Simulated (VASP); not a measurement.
Wanted: the native input for a VASP 6.6.1 run.

| Property | Result |
| --- | --- |
| Task | relaxation of shape and atoms at fixed volume |
| Functional | PBE |
| Potentials or basis | VASP PAW PBE potentials, release 64 (Si) |
| Cutoff | 600 eV |
| k mesh | 22 × 22 × 22 |
| Occupations | gaussian, width 0.05 eV |
| Spin | no spin polarisation |
| Dipole correction | no |
| Further INCAR settings | ALGO = Normal; EDIFF = 1e-07; IBRION = 2; EDIFFG = -0.01; NSW = 60; ISIF = 4 |

The structure of Si lies in POSCAR:

```
Si
1.0
   -2.0936371489      2.0936371489      1.1201123202
    2.0936371489     -2.0936371489      1.1201123202
    2.0936371489      2.0936371489     -1.1201123202
Si
2
Direct
    0.2500000000      0.7500000000      0.5000000000
    0.5000000000      0.5000000000      0.0000000000
```

The input as run:

INCAR

```
PREC     = Accurate       # precision mode
ENCUT    = 600            # plane-wave cutoff, eV
EDIFF    = 1E-7           # SCF threshold, eV
ISMEAR   = 0              # smearing method
SIGMA    = 0.05           # smearing width, eV
LREAL    = False          # projectors in reciprocal space
LASPH    = True           # aspherical terms in the spheres
NELM     = 80             # most SCF steps
ALGO     = Normal         # electronic algorithm
ISIF     = 4              # what is computed and relaxed
LWAVE    = False          # write WAVECAR
LCHARG   = False          # write CHGCAR
GGA      = PE             # functional
IBRION   = 2              # ionic algorithm
NSW      = 60             # ionic steps
EDIFFG   = -0.01          # ionic threshold
```

KPOINTS

```
regular mesh
0
Gamma
  22 22 22
```

Potentials or basis: VASP PAW PBE potentials, release 64 (Si).

Run with:

```console
$ cat potpaw_PBE.64/Si/POTCAR > POTCAR
$ mpirun -np 1 vasp_std > vasp.out
```

Results of the run:

| Item | Value |
| --- | --- |
| Energy gained by relaxing | 0.0 meV/atom |
| Ionic steps | 3 |
| Pressure after relaxing | 122.7 GPa |
| Band gap on the k mesh | zero (bands 4 and 5 overlap by 8.79 eV) |

It took 5.7 min on 1 thread of Intel(R) Xeon(R) Platinum 8259CL CPU @ 2.50GHz (Skylake/Cascade Lake), on a shared host, peak memory 0.26 GiB.
